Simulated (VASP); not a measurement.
# BN (F-43m) in VASP: a series of runs

Runs on BN. Level: PBEsol. Tasks: single point.

All numbers are computed with VASP 6.6.1; they aren't measurements. Logs are shortened: lines on timing, memory, paths and dates and some standing lists are left out, and cuts for length are marked.

### Step 1. The cell of the first run

It takes space group F-43m (No. 216, cubic). Conventional cell: a = 3.600 Å, b = 3.600 Å, c = 3.600 Å, α = 90.00°, β = 90.00°, γ = 90.00°. N (site symmetry -43m) has 4 B at 1.56 Å within 2.1 Å. Within 2.1 Å of B (site symmetry -43m) lie 4 N at 1.56 Å.

### Step 2. Single point, PBEsol

Input file INCAR:

```
PREC = Accurate
ENCUT = 520
EDIFF = 1E-7
ISMEAR = -1
SIGMA = 0.05
LREAL = F
LASPH = T
NELM = 60
ALGO = Normal
ISIF = 2
LWAVE = F
LCHARG = F
GGA = PS
NBANDS = 11
```

Input file KPOINTS:

```
regular mesh
0
Gamma
  13 13 13
```

Input file POSCAR:

```
BN
1.0
    0.0000000000      1.7997693081      1.7997693081
    1.7997693081      0.0000000000      1.7997693081
    1.7997693081      1.7997693081      0.0000000000
N B
1 1
Direct
    0.2500000000      0.2500000000      0.2500000000
    0.0000000000      0.0000000000      0.0000000000
```

Potentials or basis: VASP PAW PBE potentials, release 64 (N, B).

Started as:

```console
> cat potpaw_PBE.64/N/POTCAR potpaw_PBE.64/B/POTCAR > POTCAR
> mpirun -np 1 vasp_std > vasp.out
```

OUTCAR:

```text
PREC = Accurate
   ENCUT = 520
   EDIFF = 1E-7
   ISMEAR = -1
   LREAL = F
   LASPH = T
   NELM = 60
   ISIF = 2
   GGA = PS

 ion  position               nearest neighbor table
   1  0.250  0.250  0.250-   2 1.56   2 1.56   2 1.56   2 1.56
   2  0.000  0.000  0.000-   1 1.56   1 1.56   1 1.56   1 1.56

  LATTYP: Found a face centered cubic cell.
 ALAT       =     3.5995386162

  Lattice vectors:

 A1 = (   0.0000000000,   1.7997693081,   1.7997693081)
 A2 = (   1.7997693081,   0.0000000000,   1.7997693081)
 A3 = (   1.7997693081,   1.7997693081,   0.0000000000)

Analysis of symmetry for initial positions (statically):
=====================================================================
 Subroutine PRICEL returns:
 Original cell was already a primitive cell.

 Routine SETGRP: Setting up the symmetry group for a
 face centered cubic supercell.

 Subroutine GETGRP returns: Found 24 space group operations
 (whereof 24 operations were pure point group operations)
 out of a pool of 48 trial point group operations.

The static configuration has the point symmetry T_d .

Analysis of symmetry for dynamics (positions and initial velocities):
=====================================================================
 Subroutine PRICEL returns:
 Original cell was already a primitive cell.

 Routine SETGRP: Setting up the symmetry group for a
 face centered cubic supercell.

 Subroutine GETGRP returns: Found 24 space group operations
 (whereof 24 operations were pure point group operations)
 out of a pool of 48 trial point group operations.

The dynamic configuration has the point symmetry T_d .

 Subroutine INISYM returns: Found 24 space group operations
 (whereof 24 operations are pure point group operations),
 and found     1 'primitive' translations

----------------------------------------------------------------------------------------

                                     Primitive cell

  volume of cell :      11.6595

  direct lattice vectors                    reciprocal lattice vectors
     0.000000000  1.799769308  1.799769308    -0.277813383  0.277813383  0.277813383
     1.799769308  0.000000000  1.799769308     0.277813383 -0.277813383  0.277813383
     1.799769308  1.799769308  0.000000000     0.277813383  0.277813383 -0.277813383

  length of vectors
     2.545258165  2.545258165  2.545258165     0.481186894  0.481186894  0.481186894

  position of ions in fractional coordinates (direct lattice)
     0.250000000  0.250000000  0.250000000
     0.000000000  0.000000000  0.000000000

  ion indices of the primitive-cell ions
   primitive index   ion index
                 1           1
                 2           2

----------------------------------------------------------------------------------------

 KPOINTS: regular mesh

Automatic generation of k-mesh.
 Grid dimensions read from file:
 generate k-points for:   13   13   13

 Generating k-lattice:

  Cartesian coordinates                     Fractional coordinates (reciprocal lattice)
    -0.021370260  0.021370260  0.021370260     0.076923077  0.000000000  0.000000000
     0.021370260 -0.021370260  0.021370260     0.000000000  0.076923077  0.000000000
     0.021370260  0.021370260 -0.021370260     0.000000000  0.000000000  0.076923077

  Length of vectors
     0.037014376  0.037014376  0.037014376

  Shift w.r.t. Gamma in fractional coordinates (k-lattice)
     0.000000000  0.000000000  0.000000000

 Subroutine IBZKPT returns following result:
 ===========================================

 Found     84 irreducible k-points:

 Following reciprocal coordinates:
            Coordinates               Weight
  0.000000  0.000000  0.000000      1.000000
  0.076923  0.000000  0.000000      8.000000
  0.153846  0.000000  0.000000      8.000000
  0.230769  0.000000  0.000000      8.000000
  0.307692  0.000000  0.000000      8.000000
  0.384615  0.000000  0.000000      8.000000
[... 16 lines left out ...]
  0.384615  0.153846  0.000000     24.000000
  0.461538  0.153846  0.000000     24.000000
 [... further k-points ...]
   k-points           NKPTS =     84   k-points in BZ     NKDIM =     84   number of bands    NBANDS=     11
   number of dos      NEDOS =    301   number of ions     NIONS =      2
   total plane-waves  NPLWV =   8000
   dimension x,y,z NGX =    20 NGY =   20 NGZ =   20
   dimension x,y,z NGXF=    40 NGYF=   40 NGZF=   40
   ions per type =               1   1
   NGX,Y,Z   is equivalent  to a cutoff of  13.06, 13.06, 13.06 a.u.
   NGXF,Y,Z  is equivalent  to a cutoff of  26.13, 26.13, 26.13 a.u.
 SYSTEM =  unknown system
   PREC   = accura    normal or accurate (medium, high low for compatibility)
   ISTART =      0    job   : 0-new  1-cont  2-samecut
   ICHARG =      2    charge: 1-file 2-atom 10-const
   ISPIN  =      1    spin polarized calculation?
   LNONCOLLINEAR =      F non collinear calculations
   LSORBIT =      F    spin-orbit coupling
   LASPH  =      T    aspherical Exc in radial PAW
   ENCUT  =  520.0 eV  38.22 Ry    6.18 a.u.   4.73  4.73  4.73*2*pi/ulx,y,z
   NELM   =     60;   NELMIN=  2; NELMDL= -5     # of ELM steps
   EDIFF  = 0.1E-06   stopping-criterion for ELM
   LREAL  =      F    real-space projection
   EDIFFG = 0.1E-05   stopping-criterion for IOM
   NSW    =      0    number of steps for IOM
   IBRION =     -1    ionic relax: 0-MD 1-quasi-New 2-CG
   NFREE  =      0    steps in history (QN), initial steepest desc. (CG)
   ISIF   =      2    stress and relaxation
   ISYM   =      2    0-nonsym 1-usesym 2-fastsym
   POTIM  = 0.5000    time-step for ionic-motion
   TEBEG  =    0.0;   TEEND  =   0.0 temperature during run
   PSTRESS=    0.0 pullay stress
   NELECT =       8.0000    total number of electrons
   NUPDOWN=      -1.0000    fix difference up-down
   EMIN   =  10.00;   EMAX   =-10.00  energy-range for DOS
   EFERMI =   0.00;   METHOD = LEGACY
   ISMEAR =    -1;   SIGMA  =   0.05  broadening in eV -4-tet -1-fermi 0-gaus
   EFERMI_NEDOS =   21; number of points for ismear=-14 and -15
   IALGO  =     38    algorithm
   IMIX   =      4    mixing-type and parameters
     AMIX     =   0.40;   BMIX     =  1.00
     AMIX_MAG =   1.60;   BMIX_MAG =  1.00
  volume/ion in A,a.u.               =       5.83        39.34
  Fermi-wavevector in a.u.,A,eV,Ry     =   1.443925  2.728623 28.367053  2.084920
  Thomas-Fermi vector in A             =   2.562278
   LORBIT       =      0    0 simple, 1 ext, 2 COOP (PROOUT), +10 PAW based schemes
   GGA     = PS    functional components
   LHFCALC =     F    Hartree Fock is set to
   AEXX    =    0.0000 exact exchange contribution
   IVDW    =     0    specifies the selected vdW correction
   LEPSILON=     F    determine dielectric tensor
   LRPA    =     F    only Hartree local field effects (RPA)
 non-spin polarized calculation
  energy-cutoff  :      520.00
  volume of cell :       11.66
 maximum number of plane-waves:       331
   NGX =  9   NGY =  9   NGZ =  9

 number of electron       7.9999999 magnetization

 Free energy of the ion-electron system (eV)
  ---------------------------------------------------
  ext. energy  EPLUGINS =         0.00000000
  ---------------------------------------------------
  free energy    TOTEN  =       -18.34613778 eV

  energy without entropy =      -18.34613778  energy(sigma->0) =      -18.34613778

 E-fermi :   8.5889     XC(G=0): -13.0791

 val. band max:        7.5220208978   @ k =   0.0000   0.0000   0.0000
 cond. band min:      11.8892441055   @ k =   0.4615   0.4615   0.0000
 fundamental gap:      4.3672232076
 Fermi energy:         8.5889418948

 k-point     1 :       0.0000    0.0000    0.0000
  band No.  band energies     occupation
      1     -12.8784      2.00000
      2       7.5220      2.00000
      3       7.5220      2.00000
      4       7.5220      2.00000
      5      16.3440      0.00000
      6      16.3440      0.00000
      7      16.3440      0.00000
      8      17.9978      0.00000
      9      32.2736      0.00000
     10      35.3698      0.00000
     11      35.3698      0.00000

 k-point     2 :       0.0769    0.0000    0.0000
  band No.  band energies     occupation
      1     -12.7319      2.00000
      2       6.7223      2.00000
      3       7.3632      2.00000
      4       7.3632      2.00000
      5      16.5384      0.00000
      6      16.5847      0.00000
      7      16.5847      0.00000
      8      18.4813      0.00000
      9      32.0485      0.00000
     10      33.2059      0.00000
     11      33.2059      0.00000

 k-point     3 :       0.1538    0.0000    0.0000
  band No.  band energies     occupation
      1     -12.2971      2.00000
      2       4.8302      2.00000
      3       6.9667      2.00000
      4       6.9667      2.00000
      5      16.8529      0.00000
      6      17.1629      0.00000
      7      17.1629      0.00000
      8      19.6587      0.00000
      9      31.4836      0.00000
     10      31.6375      0.00000
     11      31.6375      0.00000

 k-point     4 :       0.2308    0.0000    0.0000
  band No.  band energies     occupation
      1     -11.5893      2.00000
      2       2.5419      2.00000
      3       6.4885      2.00000
      4       6.4885      2.00000
      5      17.1605      0.00000
      6      17.7615      0.00000
      7      17.7615      0.00000
      8      20.9011      0.00000
      9      30.9262      0.00000
     10      31.0457      0.00000
     11      31.0458      0.00000
[... 239 lines left out ...]
 k-point    22 :       0.3077    0.1538    0.0000
  band No.  band energies     occupation
      1     -10.8085      2.00000
      2       1.9154      2.00000
      3       4.9164      2.00000
      4       5.3539      2.00000
      5      15.6638      0.00000
      6      19.5913      0.00000
      7      20.0369      0.00000
      8      20.3472      0.00000
      9      26.8143      0.00000
     10      33.9742      0.00000
     11      35.2604      0.00000

 k-point    23 :       0.3846    0.1538    0.0000
  band No.  band energies     occupation
      1      -9.8320      2.00000
      2      -0.1534      2.00000
      3       4.6674      2.00000
      4       4.7739      2.00000
      5      16.0554      0.00000
      6      19.7607      0.00000
      7      20.2209      0.00000
      8      21.0898      0.00000
      9      27.7196      0.00000
     10      33.7701      0.00000
     11      35.5760      0.00000

 k-point    24 :       0.4615    0.1538    0.0000
  band No.  band energies     occupation
      1      -8.8093      2.00000
      2      -1.9095      2.00000
      3       4.2074      2.00000
      4       4.6355      2.00000
      5      16.3601      0.00000
      6      19.7397      0.00000
      7      20.0758      0.00000
      8      22.2434      0.00000
      9      28.3367      0.00000
     10      33.8990      0.00000
     11      35.6144      0.00000

 [... further k-points ...]

------------------------ aborting loop because EDIFF is reached ----------------------------------------

  FORCE on cell =-STRESS in cart. coord.  units (eV):
  Direction    XX          YY          ZZ          XY          YZ          ZX
  --------------------------------------------------------------------------------------
  -------------------------------------------------------------------------------------
  Total        0.1916735      0.1916735      0.1916735     -0.0000000     -0.0000000      0.0000000
  in kB       26.3385651     26.3385651     26.3385651     -0.0000000     -0.0000000      0.0000000
  external PRESSURE =      26.3385651 kB  Pullay stress =       0.0000000 kB

 VOLUME and BASIS-vectors are now :
 -----------------------------------------------------------------------------
  energy-cutoff  :      520.00
  volume of cell :       11.66
      direct lattice vectors                 reciprocal lattice vectors
     0.000000000  1.799769308  1.799769308    -0.277813383  0.277813383  0.277813383
     1.799769308  0.000000000  1.799769308     0.277813383 -0.277813383  0.277813383
     1.799769308  1.799769308  0.000000000     0.277813383  0.277813383 -0.277813383

 POSITION                                       TOTAL-FORCE (eV/Angst)
 -----------------------------------------------------------------------------------
      0.89988      0.89988      0.89988        -0.000000      0.000000      0.000000
      0.00000      0.00000      0.00000         0.000000     -0.000000     -0.000000
 -----------------------------------------------------------------------------------
    total drift:                                0.000000      0.000000      0.000000

  FREE ENERGIE OF THE ION-ELECTRON SYSTEM (eV)
  ---------------------------------------------------
  free  energy   TOTEN  =       -18.3461377778 eV

  energy  without entropy=      -18.3461377778  energy(sigma->0) =      -18.34613778
```

It took 17 s on 1 thread of AMD EPYC 7R13, shared host; peak memory 0.09 GiB.

Results:

| Property | Result |
| --- | --- |
| Free energy | -18.3461 eV |
| Pressure | 2.6 GPa |
| Band gap on the k mesh | 4.37 eV, indirect (least direct gap 8.82 eV) |

Levels at points of the mesh, in eV from the valence-band top:
```tsv
k point	band 1	band 2	band 3	band 4	band 5	band 6	band 7	band 8
(0.00, 0.00, 0.00)	-20.40	0.00	0.00	0.00	8.82	8.82	8.82	10.48
```

Caveat: the PAW data sets were made with another functional, which shifts forces and pressure a little. A hybrid or GW would open this gap; PBEsol tends to underestimate it.

(Part 1 of 2 ends here.)
